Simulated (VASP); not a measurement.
Hf3SnS8: single point with PBE

Crystal: Hf3SnS8.

```
CELL_PARAMETERS angstrom
3.66394 0.00000 0.00000
-1.83197 3.17306 0.00000
0.00000 0.00000 27.47231
ATOMIC_POSITIONS crystal
Hf 0.00000 0.00000 0.25169
Hf 0.00000 0.00000 0.50000
Hf 0.00000 0.00000 0.74831
Sn 0.00000 0.00000 0.00000
S 0.33333 0.66667 0.05428
S 0.33333 0.66667 0.30414
S 0.33333 0.66667 0.55245
S 0.33333 0.66667 0.80076
S 0.66667 0.33333 0.19924
S 0.66667 0.33333 0.44755
S 0.66667 0.33333 0.69586
S 0.66667 0.33333 0.94572
```

| Item | Value |
| --- | --- |
| Program | VASP 6.6.1 |
| Task | single point |
| Functional | PBE |
| Potentials or basis | VASP PAW PBE potentials, release 64 (Hf_pv, Sn_d, S) |
| Cutoff | 520 eV |
| k mesh | 6 × 6 × 1 |
| Occupations | gaussian, width 0.1 eV |
| Spin | no spin polarisation |

The pressure is -0.3 GPa and the largest force is 0.074 eV/Å. The band gap on the k mesh is 1.22 eV, indirect (least direct gap 1.79 eV).

Forces in eV/Å, atoms in the order of the input:
```
Hf   0.000  0.000  0.000
Hf   0.000  0.000  0.000
Hf   0.000  0.000  0.000
Sn   0.000  0.000  0.000
S    0.000  0.000 -0.009
S    0.000  0.000 -0.074
S    0.000  0.000 -0.073
S    0.000  0.000 -0.074
S    0.000  0.000  0.074
S    0.000  0.000  0.073
S    0.000  0.000  0.074
S    0.000  0.000  0.009
```

Levels at points of the mesh, in eV from the valence-band top:
```csv
k point,band 44,band 45,band 46,band 47,band 48,band 49
"(0.00, 0.00, 0.00)",-0.01,0.00,0.00,2.08,2.08,2.08
"(0.50, 0.00, 0.00)",-1.03,-0.84,-0.57,1.22,1.33,1.35
```

It took 4.4 min on 1 thread of Intel Xeon 6975P-C (shared host), peak memory 0.47 GiB.

Caveat: spin-orbit coupling is left out, which moves the levels of the heavy elements; this functional lacks dispersion, which binds the layers, so the pressure and a relaxed spacing across them are unreliable. A k mesh can miss the band edges.
